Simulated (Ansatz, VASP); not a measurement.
One calculation of Na2S, two programs

File INCAR:

```
ALGO = Normal
EDIFF = 1E-6
ENCUT = 500
GGA = PE
GGA_COMPAT = False
ISIF = 2
ISMEAR = 0
LASPH = True
LCHARG = True
LELF = True
LREAL = False
LVHAR = True
LWAVE = False
NBANDS = 17
NELM = 120
PREC = Accurate
SIGMA = 0.01
```

KPOINTS

```
k-points
0
Gamma
  6 6 6
```

Contents of POSCAR:

```
Na2S
1.0
    0.0000000000      3.3484142661      3.3484142661
    3.3484142661      0.0000000000      3.3484142661
    3.3484142661      3.3484142661      0.0000000000
Na S
2 1
Direct
    0.2500000000      0.2500000000      0.2500000000
    0.7500000000      0.7500000000      0.7500000000
    0.0000000000      0.0000000000      0.0000000000
```

Input for Ansatz:

```yaml
crystal:
  lattice:
    - [0.0, 3.3484142661, 3.3484142661]
    - [3.3484142661, 0.0, 3.3484142661]
    - [3.3484142661, 3.3484142661, 0.0]
  atoms:
    - { symbol: Na, position: [0.25, 0.25, 0.25] }
    - { symbol: Na, position: [0.75, 0.75, 0.75] }
    - { symbol: S, position: [0.0, 0.0, 0.0] }
kpoints:
  mp_grid: { grid: [6, 6, 6] }
hamiltonian:
  xc: pbe
scf:
  occupations: { method: fixed }
  n_extra_bands: 4
output:
  forces: true
  stress: true
  eigenvalues: true
```

Alike in both runs: task single point; functional PBE; k mesh 6 × 6 × 6; no spin polarisation.

|  | VASP | Ansatz |
| --- | --- | --- |
| version | VASP 6.6.1 | Ansatz 0.2.0 |
| potentials or method | VASP PAW PBE potentials, release 64 (Na_pv, S) | plane waves, PAW |
| plane-wave cutoff (eV) | 500 | 420 |
| occupations | gaussian, width 0.01 eV | fixed |
| valence electrons in the cell | 20 | 24 |

|  | VASP | Ansatz | Ansatz less VASP |
| --- | --- | --- | --- |
| gap on the k mesh at the Fermi level (eV) | 2.26 | 2.26 | +0.002 |
| pressure (GPa) | -1.5 | -1.4 | +0.02 |

VASP's potentials hold 20 valence electrons a cell and Ansatz's 24, so a difference there can come from the potentials and not from the codes.
